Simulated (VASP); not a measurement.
Wanted: the native input for a VASP 6.6.1 run.

* Task: relaxation of cell and atoms
* Functional: PBE
* Dispersion: TS
* Potentials or basis: VASP PAW PBE potentials, release 64 (Nb_sv)
* Cutoff: 440 eV
* k mesh: 12 × 12 × 12
* Occupations: methfessel-paxton of order 2, width 0.1 eV
* Spin: no spin polarisation
* Tolerance level: screening
* Purpose: cell
* Passes: 2
* Further INCAR settings: ALGO = Normal; EDIFF = 1e-06

Crystal: Nb.

```xyz
1
Lattice="-1.6966 1.6966 1.6966 1.6966 -1.6966 1.6966 1.6966 1.6966 -1.6966" Properties=species:S:1:pos:R:3 pbc="T T T"
Nb    0.0000    0.0000    0.0000
```

These files were run (other wordings do the same):

POSCAR

```
Nb
1.0
   -1.6965847559      1.6965847559      1.6965847559
    1.6965847559     -1.6965847559      1.6965847559
    1.6965847559      1.6965847559     -1.6965847559
Nb
1
Direct
    0.0000000000      0.0000000000      0.0000000000
```

INCAR.step1

```
GGA      = PE             # functional
IVDW     = 2              # dispersion correction
ISMEAR   = 2              # smearing method
SIGMA    = 0.1            # smearing width, eV
LWAVE    = F              # write WAVECAR
LCHARG   = F              # write CHGCAR
NSW      = 80             # ionic steps
PREC     = Accurate       # precision mode
LASPH    = T              # aspherical terms in the spheres
LREAL    = F              # projectors in reciprocal space
ALGO     = Normal         # electronic algorithm
EDIFF    = 1E-6           # SCF threshold, eV
NELM     = 120            # most SCF steps
GGA_COMPAT= F            
IBRION   = 2              # ionic algorithm
ISIF     = 3              # what is computed and relaxed
EDIFFG   = -0.005         # ionic threshold
NELMIN   = 4            
ENCUT    = 440            # plane-wave cutoff, eV
POTIM    = 0.5            # step
```

INCAR.step3

```
GGA      = PE             # functional
IVDW     = 2              # dispersion correction
ISMEAR   = 2              # smearing method
SIGMA    = 0.1            # smearing width, eV
LWAVE    = F              # write WAVECAR
LCHARG   = F              # write CHGCAR
PREC     = Accurate       # precision mode
LASPH    = T              # aspherical terms in the spheres
LREAL    = F              # projectors in reciprocal space
ALGO     = Normal         # electronic algorithm
EDIFF    = 1E-6           # SCF threshold, eV
NELM     = 120            # most SCF steps
GGA_COMPAT= F            
ISIF     = 2              # what is computed and relaxed
ENCUT    = 440            # plane-wave cutoff, eV
```

KPOINTS

```
Automatic mesh
0
Gamma
  12 12 12
  0 0 0
```

Potentials or basis: VASP PAW PBE potentials, release 64 (Nb_sv).

Command:

```console
$ cat potpaw_PBE.64/Nb_sv/POTCAR > POTCAR
$ cp INCAR.step1 INCAR
$ cp POSCAR.step1 POSCAR
$ mpirun -np 1 vasp_std > vasp.out
$ cp CONTCAR POSCAR
$ mpirun -np 1 vasp_std > vasp.out
$ cp CONTCAR POSCAR
$ cp INCAR.step3 INCAR
$ mpirun -np 1 vasp_std > vasp.out
```

It gave:

```yaml
Relaxed_volume: 16.45 Å³/atom
Relaxed_cell: a = 2.775 Å, b = 2.775 Å, c = 2.775 Å, α = 109.47°, β = 109.47°, γ = 109.47°
Space_group_after_relaxing_to_0.1_Å: Im-3m (No. 229)
Energy_gained_by_relaxing: 266.9 meV/atom
Ionic_steps: 8
Pressure_after_relaxing: 0.0 GPa
Band_gap_on_the_k_mesh: zero (an odd number of electrons rules out a gap without spin polarisation)
Dispersion_energy_per_atom: -1.497 eV
```

Caveat: the volume moved by over 15 % at a fixed basis, so the end points are rough; the dispersion term is far too large for a dense solid, which distorts pressure and volume.

Wall time 72 s on 1 thread of Intel(R) Xeon(R) Platinum 8375C CPU @ 2.90GHz (Ice Lake), with other jobs on the host, peak memory 0.13 GiB.
